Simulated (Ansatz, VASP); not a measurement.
TiMoS4: VASP beside Ansatz

```
Ti Mo S
1.0
     0.00000    3.84791    3.84791
     3.84791    0.00000    3.84791
     3.84791    3.84791    0.00000
Ti Mo S
1 1 4
Direct
  0.75000 0.75000 0.75000
  0.00000 0.00000 0.00000
  0.37486 0.37486 0.87541
  0.87541 0.37486 0.37486
  0.37486 0.37486 0.37486
  0.37486 0.87541 0.37486
```

Change from the starting cell: species swapped into the TmInCu4 type (F-43m, No. 216).

Alike in both runs: task relaxation of cell and atoms; functional PBE; k mesh 4 × 4 × 4; occupations gaussian, width 0.1 eV; collinear spin.

```csv
,VASP,Ansatz
version,VASP 6.6.1,Ansatz 0.2.0
potentials or method,"VASP PAW PBE potentials, release 64 (Ti_sv, Mo_sv, S), cutoff 600 eV","scalar-relativistic, plane waves, PAW"
valence electrons in the cell,50,50
```

|  | VASP | Ansatz | Ansatz less VASP |
| --- | --- | --- | --- |
| gap on the k mesh at the Fermi level, each at its own relaxed structure (eV) | none | none | - |
| net moment per atom (μB) | 0.00 | 0.12 | +0.115 |
| size of the moment on the site where the two differ most (μB) | 0.01 | 0.31 | +0.309 |
| relaxed volume (Å³/atom) | 15.22 | 15.28 | +0.054 |
| relaxed cell length with the largest relative difference (Å) | 5.055 | 5.061 | +0.0060 |

The net moments are unlike, so the other rows may belong to different states. Site moments also hang on the region over which each program counts them. A gap of «none» marks a metal or a gap that the smearing closes. Ansatz's warnings: seeded moment not kept.

Noted on VASP's run: the volume moved by over 15 % at a fixed basis, so the end points are rough.
